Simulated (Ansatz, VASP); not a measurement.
## SrCl2 in VASP and in Ansatz

Contents of POSCAR:

```
SrCl2
1.0
    0.0000000000      3.3809350000      3.4855000000
    3.5900650000      0.0000000000      3.4855000000
    3.5900650000      3.3809350000      0.0000000000
Sr Cl
1 2
Direct
    0.0000000000      0.0000000000      0.0000000000
    0.2500000000      0.2500000000      0.2500000000
    0.7500000000      0.7500000000      0.7500000000
```

File INCAR.step1:

```
PREC     = Accurate       # precision mode
ENCUT    = 520            # plane-wave cutoff, eV
ISMEAR   = 0              # smearing method
SIGMA    = 0.05           # smearing width, eV
LREAL    = False          # projectors in reciprocal space
LASPH    = True           # aspherical terms in the spheres
NELM     = 80             # most SCF steps
NBANDS   = 19             # bands
GGA      = PE             # functional
ALGO     = Normal         # electronic algorithm
EDIFF    = 1E-4           # SCF threshold, eV
LWAVE    = True           # write WAVECAR
LCHARG   = False          # write CHGCAR
```

Contents of INCAR.step2:

```
PREC     = Accurate       # precision mode
ENCUT    = 520            # plane-wave cutoff, eV
EDIFF    = 1E-7           # SCF threshold, eV
ISMEAR   = 0              # smearing method
SIGMA    = 0.05           # smearing width, eV
LREAL    = False          # projectors in reciprocal space
LASPH    = True           # aspherical terms in the spheres
NELM     = 80             # most SCF steps
ALGO     = Normal         # electronic algorithm
ISIF     = 2              # what is computed and relaxed
LWAVE    = False          # write WAVECAR
LCHARG   = False          # write CHGCAR
METAGGA  = R2SCAN         # meta-GGA
LMIXTAU  = True         
NBANDS   = 19             # bands
ISTART   = 1
```

Contents of KPOINTS:

```
regular mesh
0
Gamma
  6 6 6
```

Input for Ansatz:

```yaml
crystal:
  lattice:
    - [0.0, 3.380935, 3.4855]
    - [3.590065, 0.0, 3.4855]
    - [3.590065, 3.380935, 0.0]
  atoms:
    - { symbol: Sr, position: [0.0, 0.0, 0.0] }
    - { symbol: Cl, position: [0.25, 0.25, 0.25] }
    - { symbol: Cl, position: [0.75, 0.75, 0.75] }
basis:
  ecutwfc: 500
kpoints:
  mp_grid: { grid: [6, 6, 6] }
hamiltonian:
  xc: r2scan
scf:
  occupations: { method: gaussian, width: 0.05 }
output:
  forces: true
  stress: true
  eigenvalues: true
```

Change from the starting cell: strain +0.0300 x Voigt [1, -1, 0, 0, 0, 0], atoms carried along.

Alike in both runs: task single point; functional r2SCAN; k mesh 6 × 6 × 6; occupations gaussian, width 0.05 eV; no spin polarisation.

|  | VASP | Ansatz |
| --- | --- | --- |
| version | VASP 6.6.1 | Ansatz 0.2.0 |
| potentials or method | VASP PAW PBE potentials, release 64 (Sr_sv, Cl), cutoff 520 eV | scalar-relativistic, plane waves, PAW |
| valence electrons in the cell | 24 | 24 |

|  | VASP | Ansatz | Ansatz less VASP |
| --- | --- | --- | --- |
| gap on the k mesh at the Fermi level (eV) | 5.66 | 5.66 | 0.000 |
| least direct gap on the mesh (eV) | 5.76 | 5.75 | -0.002 |
| pressure (GPa) | 0.5 | 0.5 | -0.05 |
| traceless stress, the component that is largest in VASP (GPa) | 1.70 | 1.71 | +0.010 |

VASP's potentials were made for PBE, not for r2SCAN.
